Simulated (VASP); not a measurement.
# InSe (R3m) in VASP: notebook

The runs below take InSe through electric field gradients, with PBE.

All numbers are computed with VASP 6.6.1; they aren't measurements. Logs are shortened: lines on timing, memory, paths and dates and some standing lists are left out, and cuts for length are marked.

## 1. The cell of the first run

The structure is trigonal, space group R3m (No. 160). Conventional cell: a = 4.000 Å, b = 4.000 Å, c = 25.200 Å, α = 90.00°, β = 90.00°, γ = 120.00°. In (site symmetry 3m) has 3 Se at 2.64 Å and 1 In at 2.83 Å within 3.5 Å. In (site symmetry 3m) has 3 Se at 2.64 Å and 1 In at 2.83 Å within 3.5 Å. Se (site symmetry 3m) has 3 In at 2.64 Å within 3.5 Å. Within 3.5 Å of Se (site symmetry 3m) lie 3 In at 2.64 Å.

## 2. Electric field gradients, PBE (zz strain of +1 %)

The input, INCAR:

```
PREC = Accurate
ENCUT = 520
EDIFF = 1E-8
ISMEAR = -1
SIGMA = 0.01
LREAL = False
LASPH = True
NELM = 100
ALGO = Normal
ISIF = 2
LWAVE = False
LCHARG = False
GGA = PE
LEFG = True
NBANDS = 27
```

The input, KPOINTS:

```
Automatic mesh
0
Gamma
  7 7 7
```

The input, POSCAR:

```
InSe
1.0
    1.9999996503      1.1547003365      8.3998367000
   -1.9999996503      1.1547003365      8.3998367000
    0.0000000000     -2.3094006730      8.3998367000
In Se
2 2
Direct
    0.0000000000      0.0000000000      0.0000000000
    0.1122000000      0.1122000000      0.1122000000
    0.6155000000      0.6155000000      0.6155000000
    0.8300000000      0.8300000000      0.8300000000
```

Potentials or basis: VASP PAW PBE potentials, release 64 (In_d, Se).

Started as:

```sh
$ cat potpaw_PBE.64/In_d/POTCAR potpaw_PBE.64/Se/POTCAR > POTCAR
$ mpirun -np 1 vasp_std > vasp.out
```

OUTCAR:

```text
PREC = Accurate
   ENCUT = 520
   EDIFF = 1E-8
   ISMEAR = -1
   LREAL = False
   LASPH = True
   NELM = 100
   ISIF = 2
   GGA = PE

 ion  position               nearest neighbor table
   1  0.000  0.000  0.000-   3 2.64   3 2.64   3 2.64   2 2.83
   2  0.112  0.112  0.112-   4 2.64   4 2.64   4 2.64   1 2.83
   3  0.615  0.615  0.615-   1 2.64   1 2.64   1 2.64
   4  0.830  0.830  0.830-   2 2.64   2 2.64   2 2.64

  LATTYP: Found a trigonal (rhomboedric) cell.
 ALAT       =     8.7115204215
 COS(alpha) =     0.8945851204

  Lattice vectors:

 A1 = (   1.9999996503,   1.1547003365,   8.3998367000)
 A2 = (  -1.9999996503,   1.1547003365,   8.3998367000)
 A3 = (   0.0000000000,  -2.3094006730,   8.3998367000)

Analysis of symmetry for initial positions (statically):
=====================================================================
 Subroutine PRICEL returns:
 Original cell was already a primitive cell.

 Routine SETGRP: Setting up the symmetry group for a
 trigonal (rhombohedral) supercell.

 Subroutine GETGRP returns: Found  6 space group operations
 (whereof  6 operations were pure point group operations)
 out of a pool of 12 trial point group operations.

The static configuration has the point symmetry C_3v.

Analysis of symmetry for dynamics (positions and initial velocities):
=====================================================================
 Subroutine PRICEL returns:
 Original cell was already a primitive cell.

 Routine SETGRP: Setting up the symmetry group for a
 trigonal (rhombohedral) supercell.

 Subroutine GETGRP returns: Found  6 space group operations
 (whereof  6 operations were pure point group operations)
 out of a pool of 12 trial point group operations.

The dynamic configuration has the point symmetry C_3v.

 Subroutine INISYM returns: Found  6 space group operations
 (whereof  6 operations are pure point group operations),
 and found     1 'primitive' translations

----------------------------------------------------------------------------------------

                                     Primitive cell

  volume of cell :     116.3915

  direct lattice vectors                    reciprocal lattice vectors
     1.999999650  1.154700336  8.399836700     0.250000044  0.144337593  0.039683311
    -1.999999650  1.154700336  8.399836700    -0.250000044  0.144337593  0.039683311
     0.000000000 -2.309400673  8.399836700     0.000000000 -0.288675185  0.039683311

  length of vectors
     8.711520422  8.711520422  8.711520422     0.291389992  0.291389992  0.291389992

  position of ions in fractional coordinates (direct lattice)
     0.000000000  0.000000000  0.000000000
     0.112200000  0.112200000  0.112200000
     0.615500000  0.615500000  0.615500000
     0.830000000  0.830000000  0.830000000

  ion indices of the primitive-cell ions
   primitive index   ion index
                 1           1
                 2           2
                 3           3
                 4           4

----------------------------------------------------------------------------------------

 KPOINTS: Automatic mesh

Automatic generation of k-mesh.
 Grid dimensions read from file:
 generate k-points for:    7    7    7

 Generating k-lattice:

  Cartesian coordinates                     Fractional coordinates (reciprocal lattice)
     0.035714292  0.020619656  0.005669044     0.142857143 -0.000000000 -0.000000000
    -0.035714292  0.020619656  0.005669044    -0.000000000  0.142857143 -0.000000000
     0.000000000 -0.041239312  0.005669044    -0.000000000 -0.000000000  0.142857143

  Length of vectors
     0.041627142  0.041627142  0.041627142

  Shift w.r.t. Gamma in fractional coordinates (k-lattice)
     0.000000000  0.000000000  0.000000000

 Subroutine IBZKPT returns following result:
 ===========================================

 Found     44 irreducible k-points:

 Following reciprocal coordinates:
            Coordinates               Weight
  0.000000  0.000000  0.000000      1.000000
  0.142857 -0.000000 -0.000000      6.000000
  0.285714 -0.000000  0.000000      6.000000
  0.428571 -0.000000  0.000000      6.000000
  0.142857  0.142857 -0.000000      6.000000
  0.285714  0.142857 -0.000000     12.000000
[... 16 lines left out ...]
  0.285714  0.285714  0.142857      6.000000
  0.428571  0.285714  0.142857     12.000000
 [... further k-points ...]
   k-points           NKPTS =     44   k-points in BZ     NKDIM =     44   number of bands    NBANDS=     27
   number of dos      NEDOS =    301   number of ions     NIONS =      4
   total plane-waves  NPLWV = 343000
   dimension x,y,z NGX =    70 NGY =   70 NGZ =   70
   dimension x,y,z NGXF=   140 NGYF=  140 NGZF=  140
   ions per type =               2   2
   NGX,Y,Z   is equivalent  to a cutoff of  13.36, 13.36, 13.36 a.u.
   NGXF,Y,Z  is equivalent  to a cutoff of  26.72, 26.72, 26.72 a.u.
 SYSTEM =  unknown system
   PREC   = accura    normal or accurate (medium, high low for compatibility)
   ISTART =      0    job   : 0-new  1-cont  2-samecut
   ICHARG =      2    charge: 1-file 2-atom 10-const
   ISPIN  =      1    spin polarized calculation?
   LNONCOLLINEAR =      F non collinear calculations
   LSORBIT =      F    spin-orbit coupling
   LASPH  =      T    aspherical Exc in radial PAW
   ENCUT  =  520.0 eV  38.22 Ry    6.18 a.u.  16.20 16.20 16.20*2*pi/ulx,y,z
   NELM   =    100;   NELMIN=  2; NELMDL= -5     # of ELM steps
   EDIFF  = 0.1E-07   stopping-criterion for ELM
   LREAL  =      F    real-space projection
   EDIFFG = 0.1E-06   stopping-criterion for IOM
   NSW    =      0    number of steps for IOM
   IBRION =     -1    ionic relax: 0-MD 1-quasi-New 2-CG
   NFREE  =      0    steps in history (QN), initial steepest desc. (CG)
   ISIF   =      2    stress and relaxation
   ISYM   =      2    0-nonsym 1-usesym 2-fastsym
   POTIM  = 0.5000    time-step for ionic-motion
   TEBEG  =    0.0;   TEEND  =   0.0 temperature during run
   PSTRESS=    0.0 pullay stress
   NELECT =      38.0000    total number of electrons
   NUPDOWN=      -1.0000    fix difference up-down
   EMIN   =  10.00;   EMAX   =-10.00  energy-range for DOS
   EFERMI =   0.00;   METHOD = LEGACY
   ISMEAR =    -1;   SIGMA  =   0.01  broadening in eV -4-tet -1-fermi 0-gaus
   EFERMI_NEDOS =   21; number of points for ismear=-14 and -15
   IALGO  =     38    algorithm
   IMIX   =      4    mixing-type and parameters
     AMIX     =   0.40;   BMIX     =  1.00
     AMIX_MAG =   1.60;   BMIX_MAG =  1.00
  volume/ion in A,a.u.               =      29.10       196.36
  Fermi-wavevector in a.u.,A,eV,Ry     =   1.127273  2.130236 17.289513  1.270743
  Thomas-Fermi vector in A             =   2.263958
   LORBIT       =      0    0 simple, 1 ext, 2 COOP (PROOUT), +10 PAW based schemes
   GGA     = PE    functional components
   LHFCALC =     F    Hartree Fock is set to
   AEXX    =    0.0000 exact exchange contribution
   IVDW    =     0    specifies the selected vdW correction
   LEPSILON=     F    determine dielectric tensor
   LRPA    =     F    only Hartree local field effects (RPA)
 non-spin polarized calculation
  energy-cutoff  :      520.00
  volume of cell :      116.39
 maximum number of plane-waves:      3164
 NGX is ok and might be reduce to    70
   NGX = 33   NGY = 33   NGZ = 33

 number of electron      37.9999999 magnetization

 Free energy of the ion-electron system (eV)
  ---------------------------------------------------
  ext. energy  EPLUGINS =         0.00000000
  ---------------------------------------------------
  free energy    TOTEN  =       -14.13673684 eV

  energy without entropy =      -14.13673684  energy(sigma->0) =      -14.13673684

 E-fermi :   4.2264     XC(G=0):  -8.9424

 val. band max:        3.9844870525   @ k =  -0.4286   0.4286   0.4286
 cond. band min:       4.7290403576   @ k =   0.4286   0.4286   0.4286
 fundamental gap:      0.7445533051
 Fermi energy:         4.2264314912

 k-point     1 :       0.0000    0.0000    0.0000
  band No.  band energies     occupation
      1     -10.6189      2.00000
      2     -10.4549      2.00000
      3     -10.4549      2.00000
      4     -10.3843      2.00000
      5     -10.3843      2.00000
      6     -10.3633      2.00000
[... 19 lines left out ...]
     26       9.6437      0.00000
     27      11.7750      0.00000

 k-point     2 :       0.1429   -0.0000   -0.0000
  band No.  band energies     occupation
      1     -10.6267      2.00000
      2     -10.5218      2.00000
      3     -10.4615      2.00000
      4     -10.4505      2.00000
      5     -10.3699      2.00000
      6     -10.3685      2.00000
[... 19 lines left out ...]
     26      10.0705      0.00000
     27      11.2216      0.00000

 k-point     3 :       0.2857   -0.0000    0.0000
  band No.  band energies     occupation
      1     -10.7025      2.00000
      2     -10.5909      2.00000
      3     -10.5605      2.00000
      4     -10.4466      2.00000
      5     -10.3803      2.00000
      6     -10.3379      2.00000
[... 19 lines left out ...]
     26      10.7625      0.00000
     27      11.1382      0.00000

 k-point     4 :       0.4286   -0.0000    0.0000
  band No.  band energies     occupation
      1     -10.7736      2.00000
      2     -10.6715      2.00000
      3     -10.5562      2.00000
      4     -10.4472      2.00000
      5     -10.3893      2.00000
      6     -10.3129      2.00000
[... 19 lines left out ...]
     26      10.6342      0.00000
     27      11.1010      0.00000
[... 516 lines left out ...]
      4     -10.4467      2.00000
      5     -10.3802      2.00000
      6     -10.3378      2.00000
[... 19 lines left out ...]
     26      10.7568      0.00000
     27      11.0395      0.00000

 k-point    23 :       0.2857    0.2857    0.1429
  band No.  band energies     occupation
      1     -10.6257      2.00000
      2     -10.5183      2.00000
      3     -10.4663      2.00000
      4     -10.4508      2.00000
      5     -10.3698      2.00000
      6     -10.3685      2.00000
[... 19 lines left out ...]
     26      10.0514      0.00000
     27      11.4656      0.00000

 k-point    24 :       0.4286    0.2857    0.1429
  band No.  band energies     occupation
      1     -10.6685      2.00000
      2     -10.5676      2.00000
      3     -10.5544      2.00000
      4     -10.4499      2.00000
      5     -10.3735      2.00000
      6     -10.3499      2.00000
[... 19 lines left out ...]
     26      10.7756      0.00000
     27      11.1925      0.00000

 [... further k-points ...]

------------------------ aborting loop because EDIFF is reached ----------------------------------------

  FORCE on cell =-STRESS in cart. coord.  units (eV):
  Direction    XX          YY          ZZ          XY          YZ          ZX
  --------------------------------------------------------------------------------------
  -------------------------------------------------------------------------------------
  Total        2.0644357      2.0644357      1.1101665      0.0000000      0.0000000      0.0000000
  in kB       28.4178127     28.4178127     15.2819017      0.0000000      0.0000000      0.0000000
  external PRESSURE =      24.0391757 kB  Pullay stress =       0.0000000 kB

 VOLUME and BASIS-vectors are now :
 -----------------------------------------------------------------------------
  energy-cutoff  :      520.00
  volume of cell :      116.39
      direct lattice vectors                 reciprocal lattice vectors
     1.999999650  1.154700336  8.399836700     0.250000044  0.144337593  0.039683311
    -1.999999650  1.154700336  8.399836700    -0.250000044  0.144337593  0.039683311
     0.000000000 -2.309400673  8.399836700     0.000000000 -0.288675185  0.039683311

 POSITION                                       TOTAL-FORCE (eV/Angst)
 -----------------------------------------------------------------------------------
      0.00000      0.00000      0.00000         0.000000      0.000000      0.277113
      0.00000      0.00000      2.82739         0.000000      0.000000     -0.273402
      0.00000      0.00000     15.51030         0.000000     -0.000000     -0.104883
      0.00000      0.00000     20.91559         0.000000     -0.000000      0.101172
 -----------------------------------------------------------------------------------
    total drift:                               -0.000000     -0.000000      0.000039

  FREE ENERGIE OF THE ION-ELECTRON SYSTEM (eV)
  ---------------------------------------------------
  free  energy   TOTEN  =       -14.1367368425 eV

  energy  without entropy=      -14.1367368425  energy(sigma->0) =      -14.13673684

 Electric field gradients (V/A^2)
---------------------------------------------------------------------
 ion       V_xx      V_yy      V_zz      V_xy      V_xz      V_yz
---------------------------------------------------------------------
   1      50.092    50.092  -100.184    -0.000     0.000    -0.000
   2      50.223    50.223  -100.445     0.000     0.000     0.000
   3      26.150    26.150   -52.300     0.000     0.000    -0.000
   4      27.940    27.940   -55.880     0.000     0.000     0.000
---------------------------------------------------------------------

 Electric field gradients after diagonalization (V/A^2)
 (convention: |V_zz| > |V_xx| > |V_yy|)
----------------------------------------------------------------------
 ion       V_xx      V_yy      V_zz     asymmetry (V_yy - V_xx)/ V_zz
----------------------------------------------------------------------
   1      50.092    50.092  -100.184       0.000
   2      50.223    50.223  -100.445       0.000
   3      26.150    26.150   -52.300       0.000
   4      27.940    27.940   -55.880       0.000
----------------------------------------------------------------------

           NMR quadrupolar parameters

 Cq : quadrupolar parameter    Cq=e*Q*V_zz/h
 eta: asymmetry parameters     (V_yy - V_xx)/ V_zz
 Q  : nuclear electric quadrupole moment in mb (millibarn)
----------------------------------------------------------------------
 ion       Cq(MHz)       eta       Q (mb)
----------------------------------------------------------------------
   1      -0.242       0.000       1.000
   2      -0.243       0.000       1.000
   3      -0.126       0.000       1.000
   4      -0.135       0.000       1.000
----------------------------------------------------------------------
```

Run time: 21 min. Hardware: 1 thread of Intel Xeon 8259CL, shared host; peak memory 0.71 GiB.

What came out:

| Item | Value |
| --- | --- |
| Free energy | -14.1367 eV |
| Pressure | 2.4 GPa |
| Largest force | 0.277 eV/Å |
| Band gap on the k mesh | 0.74 eV (least direct gap 0.76 eV) |
| Largest electric field gradient by atom | In -100.2, -100.4; Se -52.3, -55.9 V/Å² |

Forces in eV/Å, atoms in the order of the input:
```
In   0.000  0.000  0.277
In   0.000  0.000 -0.273
Se   0.000  0.000 -0.105
Se   0.000  0.000  0.101
```

Stress tensor (GPa, compression positive):
```
2.84 0.00 0.00
0.00 2.84 0.00
0.00 0.00 1.53
```

Levels at points of the mesh, in eV from the valence-band top:
```tsv
k point	band 16	band 17	band 18	band 19	band 20	band 21	band 22	band 23
(0.00, 0.00, 0.00)	-1.13	-1.13	-1.00	-1.00	1.93	2.28	4.58	4.58
```

Electric field gradients, principal values (V/Å²):
```
atom   least  middle  greatest (by size)
1 In  50.092  50.092            -100.184
2 In  50.223  50.223            -100.445
3 Se  26.150  26.150             -52.300
4 Se  27.940  27.940             -55.880
```

Caveat: the cell differs from its parent crystal (zz strain of +1 %); without QUAD_EFG the Cq values of the log hold for a quadrupole moment of 1 mb, not for the nuclei; spin-orbit coupling is left out, which moves the levels of the heavy elements. A k mesh can miss the band edges.

[end of part 1 of 2]
